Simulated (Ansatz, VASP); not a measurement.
**One calculation of Ge, two programs**

```xyz
4
Lattice="3.9986 0.0000 0.0000 -1.9993 3.4629 0.0000 0.0000 0.0000 6.5921" Properties=species:S:1:pos:R:3 pbc="T T T"
Ge    1.9993    1.1543    0.4138
Ge    0.0000    2.3086    3.7099
Ge    1.9993    1.1543    2.8822
Ge    0.0000    2.3086    6.1782
```

Alike in both runs: functional PBEsol; k mesh 12 × 12 × 6; occupations gaussian, width 0.01 eV; no spin polarisation.

Ansatz relaxed the structure, and its values are those at the end. VASP's run is a single point on that final structure, the one shown.

|  | VASP | Ansatz |
| --- | --- | --- |
| version | VASP 6.6.1 | Ansatz 0.2.0 |
| potentials or method | VASP PAW PBE potentials, release 64 (Ge_d), cutoff 520 eV | scalar-relativistic, plane waves, PAW |
| valence electrons in the cell | 56 | 56 |

```tsv
	VASP	Ansatz	Ansatz less VASP
gap on the k mesh at the Fermi level (eV)	none	none	-
pressure (GPa)	-0.1	0.0	+0.08
```

VASP's potentials were made for PBE, not for PBEsol. A gap of «none» marks a metal or a gap that the smearing closes. The functional is the same, so the differences come from potentials, cutoffs and numerics.
